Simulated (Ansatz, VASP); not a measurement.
## Two plane-wave programs on C

File INCAR:

```
PREC = Accurate
ENCUT = 600
EDIFF = 1E-7
ISMEAR = 0
SIGMA = 0.02
LREAL = F
LASPH = T
NELM = 120
ALGO = Normal
ISIF = 3
LWAVE = F
LCHARG = F
GGA = PS
IBRION = 2
NSW = 100
EDIFFG = -0.002
GGA_COMPAT = F
NELMIN = 4
```

File KPOINTS:

```
regular mesh
0
Gamma
  10 10 10
```

File POSCAR:

```
C
1.0
    0.0000000000      1.7835000000      1.7835000000
    1.7835000000      0.0000000000      1.7835000000
    1.7835000000      1.7835000000      0.0000000000
C
2
Direct
    0.0000000000      0.0000000000      0.0000000000
    0.2500000000      0.2500000000      0.2500000000
```

Input for Ansatz:

```yaml
crystal:
  lattice:
    - [0.0, 1.7835, 1.7835]
    - [1.7835, 0.0, 1.7835]
    - [1.7835, 1.7835, 0.0]
  atoms:
    - { symbol: C, position: [0.0, 0.0, 0.0] }
    - { symbol: C, position: [0.25, 0.25, 0.25] }
basis:
  ecutwfc: 420
kpoints:
  mp_grid: { grid: [10, 10, 10] }
hamiltonian:
  xc: pbesol
  pseudopotentials: { kind: paw, azcp: { folder: soft_1 } }
scf:
  occupations: { method: gaussian, width: 0.02 }
output:
  forces: true
  stress: true
  eigenvalues: true
  write_density: true
  write_potential: true
  elf: true
  volumetric_format: npy
relax:
  adjacent_minimum: "off"
  f_tol: 0.002
  max_steps: 80
  cell: { stress_tol: 0.02 }
```

Alike in both runs: task relaxation of cell and atoms; functional PBEsol; k mesh 10 × 10 × 10; occupations gaussian, width 0.02 eV; no spin polarisation.

```csv
,VASP,Ansatz
version,VASP 6.6.1,Ansatz 0.2.0
potentials or method,"VASP PAW PBE potentials, release 64 (C), cutoff 600 eV","scalar-relativistic, plane waves, PAW"
valence electrons in the cell,8,8
```

|  | VASP | Ansatz | Ansatz less VASP |
| --- | --- | --- | --- |
| gap on the k mesh at the Fermi level, each at its own relaxed structure (eV) | 4.06 | 4.07 | +0.010 |
| relaxed volume (Å³/atom) | 5.62 | 5.61 | -0.006 |
| relaxed cell length with the largest relative difference (Å) | 2.514 | 2.513 | -0.0009 |

VASP's potentials were made for PBE, not for PBEsol, and Ansatz warns of the same on its side.
